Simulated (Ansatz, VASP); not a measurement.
## One calculation of TaSi2, two programs

Contents of INCAR:

```
SYSTEM = TaSi2
ALGO = Fast
EDIFF = 1E-6
ENCUT = 520
GGA = PS
ISIF = 2
ISMEAR = 0
LASPH = .True.
LCHARG = .False.
LREAL = .False.
LWAVE = .False.
NBANDS = 38
NELM = 60
PREC = Accurate
SIGMA = 0.15
```

The input KPOINTS:

```
k-points
0
Gamma
  9 9 6
  0 0 0
```

Contents of POSCAR:

```
TaSi2
1.0
    4.7613605622      0.0000000000      0.0000000000
   -2.3806802811      4.1234592035      0.0000000000
    0.0000000000      0.0000000000      6.5581204410
Ta Si
3 6
Direct
    0.4550548636      0.0000000000     -0.0978939020
    0.5000000000      0.5000000000      0.6666666667
    0.0000000000      0.5000000000      0.3333333333
    0.1592624125      0.3185248251      0.0000000000
    0.8407375875      0.1592624125      0.6666666667
    0.6814751749      0.8407375875      0.3333333333
    0.8407375875      0.6814751749      0.0000000000
    0.1592624125      0.8407375875      0.6666666667
    0.3185248251      0.1592624125      0.3333333333
```

Input for Ansatz:

```yaml
crystal:
  lattice:
    - [4.7613605622, 0.0, 0.0]
    - [-2.3806802811, 4.1234592035, 0.0]
    - [0.0, 0.0, 6.558120441]
  atoms:
    - { symbol: Ta, position: [0.4550548636, 0.0, -0.097893902] }
    - { symbol: Ta, position: [0.5, 0.5, 0.6666666667] }
    - { symbol: Ta, position: [0.0, 0.5, 0.3333333333] }
    - { symbol: Si, position: [0.1592624125, 0.3185248251, 0.0] }
    - { symbol: Si, position: [0.8407375875, 0.1592624125, 0.6666666667] }
    - { symbol: Si, position: [0.6814751749, 0.8407375875, 0.3333333333] }
    - { symbol: Si, position: [0.8407375875, 0.6814751749, 0.0] }
    - { symbol: Si, position: [0.1592624125, 0.8407375875, 0.6666666667] }
    - { symbol: Si, position: [0.3185248251, 0.1592624125, 0.3333333333] }
basis:
  ecutwfc: 420
kpoints:
  mp_grid: { grid: [9, 9, 6] }
hamiltonian:
  xc: pbesol
  pseudopotentials: { kind: paw, azcp: { folder: soft_1 } }
scf:
  occupations: { method: gaussian, width: 0.15 }
output:
  forces: true
  stress: true
  eigenvalues: true
  write_density: true
  write_potential: true
  elf: true
  volumetric_format: npy
```

Alike in both runs: task single point; functional PBEsol; k mesh 9 × 9 × 6; occupations gaussian, width 0.15 eV; no spin polarisation.

|  | VASP | Ansatz |
| --- | --- | --- |
| version | VASP 6.6.1 | Ansatz 0.2.0 |
| potentials or method | VASP PAW PBE potentials, release 64 (Ta_pv, Si), cutoff 520 eV | scalar-relativistic, plane waves, PAW |
| valence electrons in the cell | 57 | 63 |

Ansatz gave:

| Item | Value |
| --- | --- |
| gap on the k mesh at the Fermi level (eV) | none |
| pressure (GPa) | 17.3 |
| traceless stress, the component that is largest in VASP (GPa) | 14.19 |
| rms of the force components (eV/Å) | 4.728 |

Problem. Estimate VASP's values.

Solution. gap on the k mesh at the Fermi level (eV): none; pressure (GPa): 17.6; traceless stress, the component that is largest in VASP (GPa): 14.22; rms of the force components (eV/Å): 4.746.

VASP's potentials were made for PBE, not for PBEsol, and Ansatz warns of the same on its side. Atom by atom the forces differ by 0.018 eV/Å (rms over components). A gap of «none» marks a metal or a gap that the smearing closes. With one functional, cell and mesh, what is left measures potentials, basis and numerics. VASP's potentials hold 57 valence electrons a cell and Ansatz's 63, so a difference there can come from the potentials and not from the codes.

Neither program's run includes spin-orbit coupling.
